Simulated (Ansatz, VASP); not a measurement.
**Two plane-wave programs on LiH**

The input INCAR:

```
PREC = Accurate
ENCUT = 520
EDIFF = 1E-7
ISMEAR = 0
SIGMA = 0.05
LREAL = F
LASPH = T
NELM = 100
ALGO = Normal
ISIF = 2
LWAVE = F
LCHARG = F
GGA = PS
NBANDS = 24
```

The input KPOINTS:

```
Automatic mesh
0
Gamma
  9 9 2
```

The input POSCAR:

```
LiH
1.0
    1.9895719486     -1.9895719486      0.0000000000
    1.9895719486      0.0000000000     -1.9895719486
    8.5551593788      7.3614162096      7.9582877942
Li H
6 6
Direct
    0.8624950000      0.0000000000      0.4583500000
    0.2458283333      0.3333333333      0.2916833333
    0.4791616667      0.6666666667      0.6250166667
    0.7124950000      1.0000000000      0.9583500000
    0.0958283333      0.3333333333      0.7916833333
    0.6291616667      0.6666666667      0.1250166667
    0.5541616667      0.6666666667      0.3750166667
   -0.0625050000      0.0000000000      0.2083500000
    0.1708283333      0.3333333333      0.5416833333
    0.4041616667      0.6666666667      0.8750166667
    0.7874950000      1.0000000000      0.7083500000
    0.3208283333      0.3333333333      0.0416833333
```

Input for Ansatz:

```yaml
crystal:
  lattice:
    - [1.9895719486, -1.9895719486, 0.0]
    - [1.9895719486, 0.0, -1.9895719486]
    - [8.5551593788, 7.3614162096, 7.9582877942]
  atoms:
    - { symbol: Li, position: [0.862495, 0.0, 0.45835] }
    - { symbol: Li, position: [0.2458283333, 0.3333333333, 0.2916833333] }
    - { symbol: Li, position: [0.4791616667, 0.6666666667, 0.6250166667] }
    - { symbol: Li, position: [0.712495, 1.0, 0.95835] }
    - { symbol: Li, position: [0.0958283333, 0.3333333333, 0.7916833333] }
    - { symbol: Li, position: [0.6291616667, 0.6666666667, 0.1250166667] }
    - { symbol: H, position: [0.5541616667, 0.6666666667, 0.3750166667] }
    - { symbol: H, position: [-0.062505, 0.0, 0.20835] }
    - { symbol: H, position: [0.1708283333, 0.3333333333, 0.5416833333] }
    - { symbol: H, position: [0.4041616667, 0.6666666667, 0.8750166667] }
    - { symbol: H, position: [0.787495, 1.0, 0.70835] }
    - { symbol: H, position: [0.3208283333, 0.3333333333, 0.0416833333] }
basis:
  ecutwfc: 420
kpoints:
  mp_grid: { grid: [9, 9, 2] }
hamiltonian:
  xc: pbesol
scf:
  occupations: { method: gaussian, width: 0.05 }
output:
  forces: true
  stress: true
  eigenvalues: true
```

Alike in both runs: task single point; functional PBEsol; k mesh 9 × 9 × 2; occupations gaussian, width 0.05 eV; no spin polarisation.

|  | VASP | Ansatz |
| --- | --- | --- |
| version | VASP 6.6.1 | Ansatz 0.2.0 |
| potentials or method | VASP PAW PBE potentials, release 64 (Li_sv, H), cutoff 520 eV | scalar-relativistic, plane waves, PAW |
| valence electrons in the cell | 24 | 24 |

Ansatz gave:

| Item | Value |
| --- | --- |
| gap on the k mesh at the Fermi level (eV) | 2.62 |
| least direct gap on the mesh (eV) | 2.88 |
| rms of the force components (eV/Å) | 0.339 |

Q: Estimate VASP's values.

A: gap on the k mesh at the Fermi level (eV): 2.62; least direct gap on the mesh (eV): 2.87; rms of the force components (eV/Å): 0.346.

VASP's potentials were made for PBE, not for PBEsol. Atom by atom the forces differ by 0.007 eV/Å (rms over components). The functional is the same, so the differences come from potentials, cutoffs and numerics.

Noted on VASP's run: the cutoff is under 1.25 times that of the potentials, so the pressure is a little rough.
